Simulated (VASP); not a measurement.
# Sb (Pm-3m) in VASP: settings compared

The runs below take Sb through single point, with PBE0, PBEsol-based global hybrid with 25 % exact exchange.

Program: VASP 6.6.1. These are calculated values, not measurements. Logs are shortened: lines on timing, memory, paths and dates and some standing lists are left out, and cuts for length are marked.

**1. The cell of the first run**

The structure is cubic, space group Pm-3m (No. 221). Conventional cell: a = 3.139 Å, b = 3.139 Å, c = 3.139 Å, α = 90.00°, β = 90.00°, γ = 90.00°. Within 4.1 Å of Sb (site symmetry m-3m) lie 6 Sb at 3.14 Å.

This isn't the form of Sb at room conditions, which is rhombohedral.

**2. Single point, PBE0**

Input file POSCAR:

```
Sb
1.0
    3.1387913073      0.0000000000      0.0000000000
    0.0000000000      3.1387913073      0.0000000000
    0.0000000000      0.0000000000      3.1387913073
Sb
1
Direct
    0.0000000000      0.0000000000      0.0000000000
```

Input file INCAR.step1:

```
SYSTEM = Sb
ALGO     = Normal         ! electronic algorithm
EDIFF    = 1E-5           ! SCF threshold, eV
ENCUT    = 400            ! plane-wave cutoff, eV
GGA      = PE             ! functional
GGA_COMPAT= .FALSE.      
ISIF     = 2              ! what is computed and relaxed
ISMEAR   = -1             ! smearing method
LASPH    = .TRUE.         ! aspherical terms in the spheres
LCHARG   = .FALSE.        ! write CHGCAR
LREAL    = .FALSE.        ! projectors in reciprocal space
LWAVE    = .TRUE.         ! write WAVECAR
NBANDS   = 14             ! bands
NELM     = 120            ! most SCF steps
PREC     = Accurate       ! precision mode
SIGMA    = 0.05           ! smearing width, eV
```

Input file INCAR.step2:

```
SYSTEM = Sb
AEXX     = 0.25           ! exact-exchange fraction
ALGO     = Normal         ! electronic algorithm
EDIFF    = 1E-6           ! SCF threshold, eV
ENCUT    = 400            ! plane-wave cutoff, eV
GGA      = PE             ! functional
GGA_COMPAT= .FALSE.      
ISIF     = 2              ! what is computed and relaxed
ISMEAR   = -1             ! smearing method
ISTART   = 1            
LASPH    = .TRUE.         ! aspherical terms in the spheres
LCHARG   = .FALSE.        ! write CHGCAR
LHFCALC  = .TRUE.         ! exact exchange
LREAL    = .FALSE.        ! projectors in reciprocal space
LWAVE    = .FALSE.        ! write WAVECAR
NBANDS   = 14             ! bands
NELM     = 120            ! most SCF steps
PREC     = Accurate       ! precision mode
PRECFOCK = Normal       
SIGMA    = 0.05           ! smearing width, eV
```

Input file KPOINTS:

```
k-points
0
G
  4 4 4
  0 0 0
```

Potentials or basis: VASP PAW PBE potentials, release 64 (Sb_d_GW).

Command:

```sh
$ cat potpaw_PBE.64/Sb_d_GW/POTCAR > POTCAR
$ cp INCAR.step1 INCAR
$ mpirun -np 1 vasp_std > vasp.out
$ cp INCAR.step2 INCAR
$ mpirun -np 1 vasp_std > vasp.out
```

OUTCAR:

```text
SYSTEM = Sb
   AEXX = 0.25
   EDIFF = 1E-6
   ENCUT = 400
   GGA = PE
   ISIF = 2
   ISMEAR = -1
   ISTART = 1
   LASPH = .TRUE.
   LHFCALC = .TRUE.
   LREAL = .FALSE.
   NELM = 120
   PREC = Accurate
   PRECFOCK = Normal

 ion  position               nearest neighbor table
   1  0.000  0.000  0.000-

  LATTYP: Found a simple cubic cell.
 ALAT       =     3.1387913073

  Lattice vectors:

 A1 = (   3.1387913073,   0.0000000000,   0.0000000000)
 A2 = (   0.0000000000,   3.1387913073,   0.0000000000)
 A3 = (   0.0000000000,   0.0000000000,   3.1387913073)

Analysis of symmetry for initial positions (statically):
=====================================================================
 Subroutine PRICEL returns:
 Original cell was already a primitive cell.

 Routine SETGRP: Setting up the symmetry group for a
 simple cubic supercell.

 Subroutine GETGRP returns: Found 48 space group operations
 (whereof 48 operations were pure point group operations)
 out of a pool of 48 trial point group operations.

The static configuration has the point symmetry O_h .

Analysis of symmetry for dynamics (positions and initial velocities):
=====================================================================
 Subroutine PRICEL returns:
 Original cell was already a primitive cell.

 Routine SETGRP: Setting up the symmetry group for a
 simple cubic supercell.

 Subroutine GETGRP returns: Found 48 space group operations
 (whereof 48 operations were pure point group operations)
 out of a pool of 48 trial point group operations.

The dynamic configuration has the point symmetry O_h .

 Subroutine INISYM returns: Found 48 space group operations
 (whereof 48 operations are pure point group operations),
 and found     1 'primitive' translations

----------------------------------------------------------------------------------------

                                     Primitive cell

  volume of cell :      30.9234

  direct lattice vectors                    reciprocal lattice vectors
     3.138791307  0.000000000  0.000000000     0.318593975  0.000000000  0.000000000
     0.000000000  3.138791307  0.000000000     0.000000000  0.318593975  0.000000000
     0.000000000  0.000000000  3.138791307     0.000000000  0.000000000  0.318593975

  length of vectors
     3.138791307  3.138791307  3.138791307     0.318593975  0.318593975  0.318593975

  position of ions in fractional coordinates (direct lattice)
     0.000000000  0.000000000  0.000000000

  ion indices of the primitive-cell ions
   primitive index   ion index
                 1           1

----------------------------------------------------------------------------------------

 KPOINTS: k-points

Automatic generation of k-mesh.
 Grid dimensions read from file:
 generate k-points for:    4    4    4

 Generating k-lattice:

  Cartesian coordinates                     Fractional coordinates (reciprocal lattice)
     0.079648494  0.000000000  0.000000000     0.250000000  0.000000000  0.000000000
     0.000000000  0.079648494  0.000000000     0.000000000  0.250000000  0.000000000
     0.000000000  0.000000000  0.079648494     0.000000000  0.000000000  0.250000000

  Length of vectors
     0.079648494  0.079648494  0.079648494

  Shift w.r.t. Gamma in fractional coordinates (k-lattice)
     0.000000000  0.000000000  0.000000000

 Subroutine IBZKPT returns following result:
 ===========================================

 Found     10 irreducible k-points:

 Following reciprocal coordinates:
            Coordinates               Weight
  0.000000  0.000000  0.000000      1.000000
  0.250000  0.000000  0.000000      6.000000
  0.500000  0.000000  0.000000      3.000000
  0.250000  0.250000  0.000000     12.000000
  0.500000  0.250000  0.000000     12.000000
  0.500000  0.500000  0.000000      3.000000
  0.250000  0.250000  0.250000      8.000000
  0.500000  0.250000  0.250000     12.000000
  0.500000  0.500000  0.250000      6.000000
  0.500000  0.500000  0.500000      1.000000
   k-points           NKPTS =     10   k-points in BZ     NKDIM =     64   number of bands    NBANDS=     14
   number of dos      NEDOS =    301   number of ions     NIONS =      1
   total plane-waves  NPLWV =   8000
   dimension x,y,z NGX =    20 NGY =   20 NGZ =   20
   dimension x,y,z NGXF=    40 NGYF=   40 NGZF=   40
   ions per type =               1
   NGX,Y,Z   is equivalent  to a cutoff of  10.59, 10.59, 10.59 a.u.
   NGXF,Y,Z  is equivalent  to a cutoff of  21.19, 21.19, 21.19 a.u.
 SYSTEM =  Sb
   PREC   = accura    normal or accurate (medium, high low for compatibility)
   ISTART =      1    job   : 0-new  1-cont  2-samecut
   ICHARG =      0    charge: 1-file 2-atom 10-const
   ISPIN  =      1    spin polarized calculation?
   LNONCOLLINEAR =      F non collinear calculations
   LSORBIT =      F    spin-orbit coupling
   LASPH  =      T    aspherical Exc in radial PAW
   ENCUT  =  400.0 eV  29.40 Ry    5.42 a.u.   5.12  5.12  5.12*2*pi/ulx,y,z
   NELM   =    120;   NELMIN=  2; NELMDL=  0     # of ELM steps
   EDIFF  = 0.1E-05   stopping-criterion for ELM
   LREAL  =      F    real-space projection
   EDIFFG = 0.1E-04   stopping-criterion for IOM
   NSW    =      0    number of steps for IOM
   IBRION =     -1    ionic relax: 0-MD 1-quasi-New 2-CG
   NFREE  =      0    steps in history (QN), initial steepest desc. (CG)
   ISIF   =      2    stress and relaxation
   ISYM   =      3    0-nonsym 1-usesym 2-fastsym
   POTIM  = 0.5000    time-step for ionic-motion
   TEBEG  =    0.0;   TEEND  =   0.0 temperature during run
   PSTRESS=    0.0 pullay stress
   NELECT =      15.0000    total number of electrons
   NUPDOWN=      -1.0000    fix difference up-down
   EMIN   =  10.00;   EMAX   =-10.00  energy-range for DOS
   EFERMI =   0.00;   METHOD = LEGACY
   ISMEAR =    -1;   SIGMA  =   0.05  broadening in eV -4-tet -1-fermi 0-gaus
   EFERMI_NEDOS =   21; number of points for ismear=-14 and -15
   IALGO  =     38    algorithm
   IMIX   =      1    mixing-type and parameters
     AMIX     =   0.40;   BMIX     =  1.00
     AMIX_MAG =   1.60;   BMIX_MAG =  1.00
  volume/ion in A,a.u.               =      30.92       208.68
  Fermi-wavevector in a.u.,A,eV,Ry     =   1.286302  2.430758 22.511816  1.654572
  Thomas-Fermi vector in A             =   2.418384
   LORBIT       =      0    0 simple, 1 ext, 2 COOP (PROOUT), +10 PAW based schemes
   GGA     = PE    functional components
   LHFCALC =     T    Hartree Fock is set to
   PRECFOCK=normal    Normal, Fast or Accurate (Low or Medium for compatibility)
   ENCUT4O =  -1.0   cutoff for four orbital integrals eV
   NKREDX  =     1    reduce k-point grid by
   NKREDY  =     1    reduce k-point grid by
   NKREDZ  =     1    reduce k-point grid by
   AEXX    =    0.2500 exact exchange contribution
   HFSCREEN=    0.0000 screening length (either q_TF or 0.3 A-1)
   HFSCREENC=   0.0000 screening length for correlation (either q_TF or 0.3 A-1)
   ENCUTFOCK=  -1.0 apply spherical cutoff to Coloumb kernel
   IVDW    =     0    specifies the selected vdW correction
   LEPSILON=     F    determine dielectric tensor
   LRPA    =     F    only Hartree local field effects (RPA)
 non-spin polarized calculation
  energy-cutoff  :      400.00
  volume of cell :       30.92
 maximum number of plane-waves:       587
  NGX = 16; NGY = 16; NGZ = 16

 number of electron      15.0000033 magnetization

 Free energy of the ion-electron system (eV)
  ---------------------------------------------------
  ext. energy  EPLUGINS =         0.00000000
  ---------------------------------------------------
  free energy    TOTEN  =        -4.99692728 eV

  energy without entropy =       -4.98832490  energy(sigma->0) =       -4.99262609

 E-fermi :   5.0939     XC(G=0):  -7.8035

 val. band max:        3.6999998335   @ k =   0.2500   0.2500   0.2500
 cond. band min:       5.1748653146   @ k =   0.5000   0.2500   0.0000
 fundamental gap:      1.4748654811
 Fermi energy:         5.0938528157

 k-point     1 :       0.0000    0.0000    0.0000
  band No.  band energies     occupation
      1     -27.5176      2.00000
      2     -27.5176      2.00000
      3     -27.3438      2.00000
      4     -27.3438      2.00000
      5     -27.3438      2.00000
      6      -9.3115      2.00000
      7       8.6261      0.00000
      8       8.6261      0.00000
      9       8.6261      0.00000
     10      12.5863      0.00000
     11      12.5863      0.00000
     12      13.6821      0.00000
     13      24.7662      0.00000
     14      24.7662      0.00000

 k-point     2 :       0.2500    0.0000    0.0000
  band No.  band energies     occupation
      1     -27.5138      2.00000
      2     -27.4439      2.00000
      3     -27.3657      2.00000
      4     -27.3657      2.00000
      5     -27.3415      2.00000
      6      -8.3653      2.00000
      7       2.0890      2.00000
      8       9.5155      0.00000
      9       9.5155      0.00000
     10      13.3999      0.00000
     11      14.1443      0.00000
     12      19.7439      0.00000
     13      20.5658      0.00000
     14      20.6838      0.00000

 k-point     3 :       0.5000    0.0000    0.0000
  band No.  band energies     occupation
      1     -27.5097      2.00000
      2     -27.3878      2.00000
      3     -27.3878      2.00000
      4     -27.3703      2.00000
      5     -27.3392      2.00000
      6      -6.7109      2.00000
      7      -1.8639      2.00000
      8      10.8015      0.00000
      9      10.8015      0.00000
     10      15.1003      0.00000
     11      16.2396      0.00000
     12      17.2685      0.00000
     13      17.3582      0.00000
     14      17.7796      0.00000
[... 86 lines left out ...]
 k-point     9 :       0.5000    0.5000    0.2500
  band No.  band energies     occupation
      1     -27.4374      2.00000
      2     -27.4085      2.00000
      3     -27.4085      2.00000
      4     -27.3609      2.00000
      5     -27.2842      2.00000
      6      -2.8120      2.00000
      7       1.2999      2.00000
      8       1.2999      2.00000
      9       7.7175      0.00000
     10       8.5378      0.00000
     11      13.4482      0.00000
     12      13.4482      0.00000
     13      16.3223      0.00000
     14      25.7959      0.00000

 k-point    10 :       0.5000    0.5000    0.5000
  band No.  band energies     occupation
      1     -27.4341      2.00000
      2     -27.4341      2.00000
      3     -27.4341      2.00000
      4     -27.2820      2.00000
      5     -27.2820      2.00000
      6      -0.6417      2.00000
      7       2.5245      2.00000
      8       2.5245      2.00000
      9       2.5245      2.00000
     10      10.4371      0.00000
     11      10.4371      0.00000
     12      10.4371      0.00000
     13      12.6191      0.00000
     14      30.4810      0.00000

------------------------ aborting loop because EDIFF is reached ----------------------------------------

  FORCE on cell =-STRESS in cart. coord.  units (eV):
  Direction    XX          YY          ZZ          XY          YZ          ZX
  --------------------------------------------------------------------------------------
  -------------------------------------------------------------------------------------
  Total       -1.0219163     -1.0219163     -1.0219163      0.0000000     -0.0000000      0.0000000
  in kB      -52.9466613    -52.9466613    -52.9466613      0.0000000     -0.0000000      0.0000000
  external PRESSURE =     -52.9466613 kB  Pullay stress =       0.0000000 kB

 VOLUME and BASIS-vectors are now :
 -----------------------------------------------------------------------------
  energy-cutoff  :      400.00
  volume of cell :       30.92
      direct lattice vectors                 reciprocal lattice vectors
     3.138791307  0.000000000  0.000000000     0.318593975  0.000000000  0.000000000
     0.000000000  3.138791307  0.000000000     0.000000000  0.318593975  0.000000000
     0.000000000  0.000000000  3.138791307     0.000000000  0.000000000  0.318593975

 POSITION                                       TOTAL-FORCE (eV/Angst)
 -----------------------------------------------------------------------------------
      0.00000      0.00000      0.00000         0.000000      0.000000      0.000000
 -----------------------------------------------------------------------------------
    total drift:                               -0.000001     -0.000002     -0.000000

  FREE ENERGIE OF THE ION-ELECTRON SYSTEM (eV)
  ---------------------------------------------------
  free  energy   TOTEN  =        -4.9969272823 eV

  energy  without entropy=       -4.9883248980  energy(sigma->0) =       -4.99262609
```

Run time: 55 s. Hardware: 1 thread of Intel Xeon 6975P-C (Granite Rapids), shared host; peak memory 0.13 GiB.

What came out:

```yaml
Free_energy: -4.9969 eV
Pressure: -5.3 GPa
Band_gap_on_the_k_mesh: zero (an odd number of electrons rules out a gap without spin polarisation)
```

Levels at points of the mesh, in eV from the Fermi level:
```
           k point  band 5  band 6  band 7  band 8  band 9  band 10
(0.00, 0.00, 0.00)  -32.44  -14.41    3.53    3.53    3.53     7.49
(0.50, 0.00, 0.00)  -32.43  -11.80   -6.96    5.71    5.71    10.01
(0.50, 0.50, 0.00)  -32.38   -8.94   -4.66   -4.66    2.54     7.83
(0.50, 0.50, 0.50)  -32.38   -5.74   -2.57   -2.57   -2.57     5.34
```

Caveat: the k points lie up to 0.50 Å⁻¹ apart, too coarse for converged energies and pressures of a metal; the PAW data sets were made with another functional, which shifts forces and pressure a little; spin-orbit coupling is left out, which moves the levels of the heavy elements.

[end of part 1 of 2]

The gap in the log of VASP goes by the Fermi energy; the results here count the filled bands.